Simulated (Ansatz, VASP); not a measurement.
## CdSe: VASP beside Ansatz

The input POSCAR:

```
CdSe
1.0
    0.0000000000      3.0981779468      3.0981779468
    3.0981779468      0.0000000000      3.0981779468
    3.0981779468      3.0981779468      0.0000000000
Cd Se
1 1
Direct
    0.0000000000      0.0000000000      0.0000000000
    0.7500000000      0.7500000000      0.7500000000
```

File INCAR.step1:

```
SYSTEM = CdSe
PREC     = Accurate       ! precision mode
ENCUT    = 550            ! plane-wave cutoff, eV
ISMEAR   = 0              ! smearing method
SIGMA    = 0.01           ! smearing width, eV
LREAL    = .FALSE.        ! projectors in reciprocal space
LASPH    = .TRUE.         ! aspherical terms in the spheres
NELM     = 120            ! most SCF steps
NBANDS   = 16             ! bands
GGA      = PE             ! functional
ALGO     = Normal         ! electronic algorithm
EDIFF    = 1E-5           ! SCF threshold, eV
LWAVE    = .TRUE.         ! write WAVECAR
LCHARG   = .FALSE.        ! write CHGCAR
GGA_COMPAT= .FALSE.
```

INCAR.step2

```
SYSTEM = CdSe
PREC     = Accurate       ! precision mode
ENCUT    = 550            ! plane-wave cutoff, eV
EDIFF    = 1E-6           ! SCF threshold, eV
ISMEAR   = 0              ! smearing method
SIGMA    = 0.01           ! smearing width, eV
LREAL    = .FALSE.        ! projectors in reciprocal space
LASPH    = .TRUE.         ! aspherical terms in the spheres
NELM     = 120            ! most SCF steps
ALGO     = Normal         ! electronic algorithm
ISIF     = 2              ! what is computed and relaxed
LWAVE    = .FALSE.        ! write WAVECAR
LCHARG   = .TRUE.         ! write CHGCAR
METAGGA  = R2SCAN         ! meta-GGA
LMIXTAU  = .TRUE.       
LELF     = .TRUE.         ! ELF
LVHAR    = .TRUE.       
NBANDS   = 16             ! bands
ISTART   = 1            
GGA_COMPAT= .FALSE.
```

The input KPOINTS:

```
regular mesh
0
G
  6 6 6
  0 0 0
```

Input for Ansatz:

```yaml
crystal:
  lattice:
    - [0.0, 3.0981779468, 3.0981779468]
    - [3.0981779468, 0.0, 3.0981779468]
    - [3.0981779468, 3.0981779468, 0.0]
  atoms:
    - { symbol: Cd, position: [0.0, 0.0, 0.0] }
    - { symbol: Se, position: [0.75, 0.75, 0.75] }
kpoints:
  mp_grid: { grid: [6, 6, 6] }
hamiltonian:
  xc: r2scan
scf:
  occupations: { method: fixed }
  n_extra_bands: 4
output:
  forces: true
  stress: true
  eigenvalues: true
```

Alike in both runs: task single point; functional r2SCAN; k mesh 6 × 6 × 6; no spin polarisation.

|  | VASP | Ansatz |
| --- | --- | --- |
| version | VASP 6.6.1 | Ansatz 0.2.0 |
| potentials or method | VASP PAW PBE potentials, release 64 (Cd, Se) | plane waves, PAW |
| plane-wave cutoff (eV) | 550 | 500 |
| occupations | gaussian, width 0.01 eV | fixed |
| valence electrons in the cell | 18 | 36 |

|  | VASP | Ansatz | Ansatz less VASP |
| --- | --- | --- | --- |
| gap on the k mesh at the Fermi level (eV) | 0.96 | 0.97 | +0.011 |
| pressure (GPa) | -1.3 | -1.5 | -0.19 |

VASP's potentials were made for PBE, not for r2SCAN. VASP's potentials hold 18 valence electrons a cell and Ansatz's 36, so a difference there can come from the potentials and not from the codes.
